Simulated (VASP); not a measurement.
# WC4 (Pm-3m) in VASP: a series of runs, part 2 of 2

VASP 6.6.1. Earlier steps stand in the parts before.

### Step 4. Relaxation of cell and atoms, PBE

This run uses another cell than the first one, of 16.01 Å³/atom, 1.169 times its volume.

Input file INCAR:

```
SYSTEM = WC4
ALGO = Normal
EDIFF = 1E-6
EDIFFG = -0.04
ENCUT = 600
GGA = PE
IBRION = 2
ISIF = 3
ISMEAR = 0
LASPH = .True.
LCHARG = .False.
LREAL = .False.
LWAVE = .False.
NELM = 80
NSW = 90
PREC = Accurate
SIGMA = 0.1
```

Input file KPOINTS:

```
k-points
0
Gamma
  4 4 4
  0 0 0
```

Input file POSCAR:

```
WC4
1.0
    4.3095144900      0.0000000000      0.0000000000
    0.0000000000      4.3095144900      0.0000000000
    0.0000000000      0.0000000000      4.3095144900
W C
1 4
Direct
    0.5000000000      0.5000000000      0.5000000000
    0.0000000000      0.5000000000      0.5000000000
    0.5000000000      0.0000000000      0.5000000000
    0.5000000000      0.5000000000      0.0000000000
    0.0000000000      0.0000000000      0.0000000000
```

Potentials or basis: VASP PAW PBE potentials, release 64 (W_sv, C).

The run is started by

```bash
cat potpaw_PBE.64/W_sv/POTCAR potpaw_PBE.64/C/POTCAR > POTCAR
mpirun -np 1 vasp_std > vasp.out
```

OUTCAR:

```text
SYSTEM = WC4
   EDIFF = 1E-6
   EDIFFG = -0.04
   ENCUT = 600
   GGA = PE
   IBRION = 2
   ISIF = 3
   ISMEAR = 0
   LASPH = .True.
   LREAL = .False.
   NELM = 80
   NSW = 90
   PREC = Accurate

 ion  position               nearest neighbor table
   1  0.500  0.500  0.500-   2 2.15   3 2.15   4 2.15   4 2.15   3 2.15   2 2.15
   2  0.000  0.500  0.500-   1 2.15   1 2.15
   3  0.500  0.000  0.500-   1 2.15   1 2.15
   4  0.500  0.500  0.000-   1 2.15   1 2.15
   5  0.000  0.000  0.000-

  LATTYP: Found a simple cubic cell.
 ALAT       =     4.3095144900

  Lattice vectors:

 A1 = (   4.3095144900,   0.0000000000,   0.0000000000)
 A2 = (   0.0000000000,   4.3095144900,   0.0000000000)
 A3 = (   0.0000000000,   0.0000000000,   4.3095144900)

Analysis of symmetry for initial positions (statically):
=====================================================================
 Subroutine PRICEL returns:
 Original cell was already a primitive cell.

 Routine SETGRP: Setting up the symmetry group for a
 simple cubic supercell.

 Subroutine GETGRP returns: Found 48 space group operations
 (whereof 48 operations were pure point group operations)
 out of a pool of 48 trial point group operations.

The static configuration has the point symmetry O_h .

Analysis of symmetry for dynamics (positions and initial velocities):
=====================================================================
 Subroutine PRICEL returns:
 Original cell was already a primitive cell.

 Routine SETGRP: Setting up the symmetry group for a
 simple cubic supercell.

 Subroutine GETGRP returns: Found 48 space group operations
 (whereof 48 operations were pure point group operations)
 out of a pool of 48 trial point group operations.

The dynamic configuration has the point symmetry O_h .

 Subroutine INISYM returns: Found 48 space group operations
 (whereof 48 operations are pure point group operations),
 and found     1 'primitive' translations

----------------------------------------------------------------------------------------

[... 87 lines left out ...]
   IBRION =      2    ionic relax: 0-MD 1-quasi-New 2-CG
   NFREE  =      1    steps in history (QN), initial steepest desc. (CG)
   ISIF   =      3    stress and relaxation
   ISYM   =      2    0-nonsym 1-usesym 2-fastsym
   POTIM  = 0.5000    time-step for ionic-motion
   TEBEG  =    0.0;   TEEND  =   0.0 temperature during run
   PSTRESS=    0.0 pullay stress
   NELECT =      30.0000    total number of electrons
   NUPDOWN=      -1.0000    fix difference up-down
   EMIN   =  10.00;   EMAX   =-10.00  energy-range for DOS
   EFERMI =   0.00;   METHOD = LEGACY
   ISMEAR =     0;   SIGMA  =   0.10  broadening in eV -4-tet -1-fermi 0-gaus
   EFERMI_NEDOS =   21; number of points for ismear=-14 and -15
   IALGO  =     38    algorithm
   IMIX   =      4    mixing-type and parameters
     AMIX     =   0.40;   BMIX     =  1.00
     AMIX_MAG =   1.60;   BMIX_MAG =  1.00
  volume/ion in A,a.u.               =      16.01       108.02
  Fermi-wavevector in a.u.,A,eV,Ry     =   1.180376  2.230587 18.956816  1.393287
  Thomas-Fermi vector in A             =   2.316669
   LORBIT       =      0    0 simple, 1 ext, 2 COOP (PROOUT), +10 PAW based schemes
   GGA     = PE    functional components
   LHFCALC =     F    Hartree Fock is set to
   AEXX    =    0.0000 exact exchange contribution
   IVDW    =     0    specifies the selected vdW correction
   LEPSILON=     F    determine dielectric tensor
   LRPA    =     F    only Hartree local field effects (RPA)
 conjugate gradient relaxation of ions
 non-spin polarized calculation
 Gauss-broadening in eV      SIGMA  =   0.10
  energy-cutoff  :      600.00
  volume of cell :       80.04
 maximum number of plane-waves:      2721
 NGX is ok and might be reduce to    36
   NGX = 17   NGY = 17   NGZ = 17

--------------------------------------- Ionic step        1  -------------------------------------------

 number of electron      29.9999997 magnetization

 Free energy of the ion-electron system (eV)
  ---------------------------------------------------
  ext. energy  EPLUGINS =         0.00000000
  ---------------------------------------------------
  free energy    TOTEN  =       -33.07866975 eV

  energy without entropy =      -33.05820008  energy(sigma->0) =      -33.06843491

 E-fermi :   2.3757     XC(G=0):  -9.7836

 val. band max:        2.3589792938   @ k =   0.5000   0.0000   0.0000
 cond. band min:       2.4433009233   @ k =   0.2500   0.2500   0.0000
 fundamental gap:      0.0843216294
 Fermi energy:         2.3757409965

 k-point     1 :       0.0000    0.0000    0.0000
  band No.  band energies     occupation
      1     -71.9079      2.00000
      2     -36.0621      2.00000
      3     -36.0621      2.00000
      4     -36.0621      2.00000
      5      -9.3688      2.00000
      6      -7.0161      2.00000
[... 325 lines left out ...]
--------------------------------------- Ionic step        4  -------------------------------------------

 number of electron      29.9999998 magnetization

 Free energy of the ion-electron system (eV)
  ---------------------------------------------------
  ext. energy  EPLUGINS =         0.00000000
  ---------------------------------------------------
  free energy    TOTEN  =       -33.83710591 eV

  energy without entropy =      -33.82482384  energy(sigma->0) =      -33.83096487

 E-fermi :   3.6372     XC(G=0): -10.4847

 val. band max:        3.6310911018   @ k =   0.5000   0.0000   0.0000
 cond. band min:       3.7290006265   @ k =   0.5000   0.0000   0.0000
 fundamental gap:      0.0979095248
 Fermi energy:         3.6371730434

 k-point     1 :       0.0000    0.0000    0.0000
  band No.  band energies     occupation
      1     -70.1808      2.00000
      2     -34.4975      2.00000
      3     -34.4975      2.00000
      4     -34.4975      2.00000
      5      -8.9613      2.00000
      6      -6.2028      2.00000
[... 241 lines left out ...]
  FREE ENERGIE OF THE ION-ELECTRON SYSTEM (eV)
  ---------------------------------------------------
  free  energy   TOTEN  =       -33.8371059078 eV

  energy  without entropy=      -33.8248238369  energy(sigma->0) =      -33.83096487

 reached required accuracy - stopping structural energy minimisation
```

OSZICAR:

```text
N       E                     dE             d eps       ncg     rms          rms(c)
DAV:   1     0.190929125993E+03    0.19093E+03   -0.17687E+04   420   0.167E+03
DAV:   2    -0.233435026816E+02   -0.21427E+03   -0.20889E+03   455   0.359E+02
DAV:   3    -0.360813535046E+02   -0.12738E+02   -0.12188E+02   465   0.727E+01
[... 50 lines left out ...]
DAV:   4    -0.338371307970E+02    0.23299E-03   -0.68170E-04   492   0.123E-01    0.359E-02
DAV:   5    -0.338371029289E+02    0.27868E-04   -0.12572E-04   406   0.904E-02    0.391E-02
DAV:   6    -0.338371124171E+02   -0.94882E-05   -0.43754E-05   500   0.345E-02    0.191E-02
DAV:   7    -0.338371060393E+02    0.63778E-05   -0.34731E-05   487   0.262E-02    0.214E-03
DAV:   8    -0.338371059078E+02    0.13151E-06   -0.79384E-07   232   0.591E-03
   4 F= -.33837106E+02 E0= -.33830965E+02  d E =-.758436E+00
```

CONTCAR:

```text
WC4
   1.00000000000000
     4.0911717804198844    0.0000000000000000   -0.0000000000000000
     0.0000000000000000    4.0911717804198844    0.0000000000000000
     0.0000000000000000    0.0000000000000000    4.0911717804198844
  W               C
     1     4
Direct
     0.5000000000000000    0.5000000000000000    0.5000000000000000
     0.0000000000000000    0.5000000000000000    0.5000000000000000
     0.5000000000000000    0.0000000000000000    0.5000000000000000
     0.5000000000000000    0.5000000000000000    0.0000000000000000
     0.0000000000000000    0.0000000000000000    0.0000000000000000

  0.00000000E+00  0.00000000E+00  0.00000000E+00
  0.00000000E+00  0.00000000E+00  0.00000000E+00
  0.00000000E+00  0.00000000E+00  0.00000000E+00
  0.00000000E+00  0.00000000E+00  0.00000000E+00
  0.00000000E+00  0.00000000E+00  0.00000000E+00
```

Run time: 40 s. Hardware: 1 thread of Intel Xeon 6975P-C (Granite Rapids), shared host; peak memory 0.22 GiB.

What came out:

```yaml
Free_energy: -33.8371 eV
Relaxed_volume: 13.70 Å³/atom
Relaxed_cell: a = 4.091 Å, b = 4.091 Å, c = 4.091 Å, α = 90.00°, β = 90.00°, γ = 90.00°
Space_group_after_relaxing_to_0.05_Å: Pm-3m (No. 221)
Energy_gained_by_relaxing: 151.7 meV/atom
Ionic_steps: 4
Pressure_after_relaxing: 0.0 GPa
Band_gap_on_the_k_mesh: zero (band 15 reaches 4.45 eV, above the bottom of band 16 at 3.34 eV)
```

Step by step:
| step | energy change (eV) | largest force (eV/Å) | pressure (GPa) | volume (Å³) |
| --- | --- | --- | --- | --- |
| 1 | 0.0000 | 0.0000 | -18.37 | 80.04 |
| 2 | -0.2128 | 0.0000 | 23.33 | 60.61 |
| 3 | -0.7581 | 0.0000 | -0.47 | 68.69 |
| 4 | -0.7584 | 0.0000 | 0.02 | 68.48 |

Final structure:
```xyz
5
Lattice="4.0912 0.0000 0.0000 0.0000 4.0912 0.0000 0.0000 0.0000 4.0912" Properties=species:S:1:pos:R:3 pbc="T T T"
W     2.0456    2.0456    2.0456
C     0.0000    2.0456    2.0456
C     2.0456    0.0000    2.0456
C     2.0456    2.0456    0.0000
C     0.0000    0.0000    0.0000
```

Caveat: the k points lie up to 0.38 Å⁻¹ apart in the final cell; spin-orbit coupling is left out, which moves the levels of the heavy elements.

### Step 5. The runs side by side

| task | cell | cutoff (eV) | gap on the mesh (eV) | pressure (GPa) |
| --- | --- | --- | --- | --- |
| single point | a = 4.091 Å, 5 atoms | 520 | none | 0.1 |
| single point | a = 4.310 Å, 5 atoms | 520 | none | -18.3 |
| relaxation of cell and atoms | relaxed from a = 4.310 Å, 5 atoms | 600 | none | 0.0 |

Alike in all rows: level PBE; potentials or basis VASP PAW PBE potentials, release 64 (W_sv, C); no spin polarisation; k mesh 4 × 4 × 4; smearing gaussian 0.1 eV.

Caveats: all runs use coarse meshes; spin-orbit coupling is left out, which moves the levels of the heavy elements.

Absolute energies hang on the potentials; compare differences alone.
